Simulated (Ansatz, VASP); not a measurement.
**One calculation of TaN, two programs**

```
CELL_PARAMETERS angstrom
2.93800 0.00000 0.00000
-1.46900 2.54438 0.00000
0.00000 0.00000 2.88300
ATOMIC_POSITIONS crystal
Ta 0.00000 0.00000 0.50000
N 0.66667 0.33333 0.00000
```

Alike in both runs: task relaxation of cell and atoms; functional PBEsol; k mesh 12 × 12 × 12; occupations fermi-dirac, width 0.08 eV; no spin polarisation.

|  | VASP | Ansatz |
| --- | --- | --- |
| version | VASP 6.6.1 | Ansatz 0.2.0 |
| potentials or method | VASP PAW PBE potentials, release 64 (Ta_pv, N) | PAW with Ansatz's default frozen-core files, scalar-relativistic |
| plane-wave cutoff (eV) | 600 | 420 |
| valence electrons in the cell | 16 | 18 |

```csv
,VASP,Ansatz,Ansatz less VASP
relaxed volume (Å³/atom),10.65,10.63,-0.021
relaxed length of the cell vector where the two differ most in proportion (Å),2.873,2.871,-0.0023
```

VASP's potentials were made for PBE, not for PBEsol. VASP's potentials hold 16 valence electrons a cell and Ansatz's 18, so a difference there can come from the potentials and not from the codes.

Spin-orbit coupling is off throughout.
